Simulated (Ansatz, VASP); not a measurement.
One calculation of TiB2, two programs

INCAR

```
  PREC = Accurate
  ENCUT = 520
  EDIFF = 1E-7
  ISMEAR = -1
  SIGMA = 0.08
  LREAL = False
  LASPH = True
  NELM = 80
  ALGO = Normal
  ISIF = 2
  LWAVE = False
  LCHARG = False
  GGA = PS
  NBANDS = 16
```

Contents of KPOINTS:

```
regular mesh
0
Gamma
  15 15 13
```

The input POSCAR:

```
TiB2
1.0
    2.9882580721      0.0000000000      0.0000000000
   -1.4941290361      2.5879074035      0.0000000000
    0.0000000000      0.0000000000      3.1847676243
Ti B
1 2
Direct
    0.0000000000      0.0000000000      0.0000000000
    0.3333333333      0.6666666667      0.5000000000
    0.6666666667      0.3333333333      0.5000000000
```

Input for Ansatz:

```yaml
crystal:
  lattice:
    - [2.9882580721, 0.0, 0.0]
    - [-1.4941290361, 2.5879074035, 0.0]
    - [0.0, 0.0, 3.1847676243]
  atoms:
    - { symbol: Ti, position: [0.0, 0.0, 0.0] }
    - { symbol: B, position: [0.3333333333, 0.6666666667, 0.5] }
    - { symbol: B, position: [0.6666666667, 0.3333333333, 0.5] }
kpoints:
  mp_grid: { grid: [15, 15, 13] }
  band_path:
    path:
      - [0.0, 0.0, 0.0]
      - [0.5, 0.0, 0.0]
      - [0.3333333333, 0.3333333333, 0.0]
      - [0.0, 0.0, 0.0]
      - [0.0, 0.0, 0.5]
      - [0.5, 0.0, 0.5]
      - [0.3333333333, 0.3333333333, 0.5]
      - [0.0, 0.0, 0.5]
      - [0.5, 0.0, 0.5]
    npoints: 5
scf:
  occupations: { method: fermi_dirac, width: 0.08 }
hamiltonian:
  xc: pbesol
  pseudopotentials: { kind: all_electron, lapw: { basis_error: 0.001 } }
output:
  forces: true
  stress: true
  eigenvalues: true
```

Change from the starting cell: volume scaled by 0.96.

Alike in both runs: task single point; functional PBEsol; k mesh 15 × 15 × 13; occupations fermi-dirac, width 0.08 eV; no spin polarisation.

```csv
,VASP,Ansatz
version,VASP 6.6.1,Ansatz 0.2.0
potentials or method,"VASP PAW PBE potentials, release 64 (Ti_sv, B), cutoff 520 eV","all-electron LAPW, scalar-relativistic"
```

Ansatz gave:

* pressure (GPa): 5.8
* traceless stress, the component that is largest in VASP (GPa): -3.52

What did VASP give for the same quantities?

Pressure (GPa): 6.2; traceless stress, the component that is largest in VASP (GPa): -3.65.

VASP's potentials were made for PBE, not for PBEsol. Ansatz ran all-electron here, and VASP with PAW potentials.
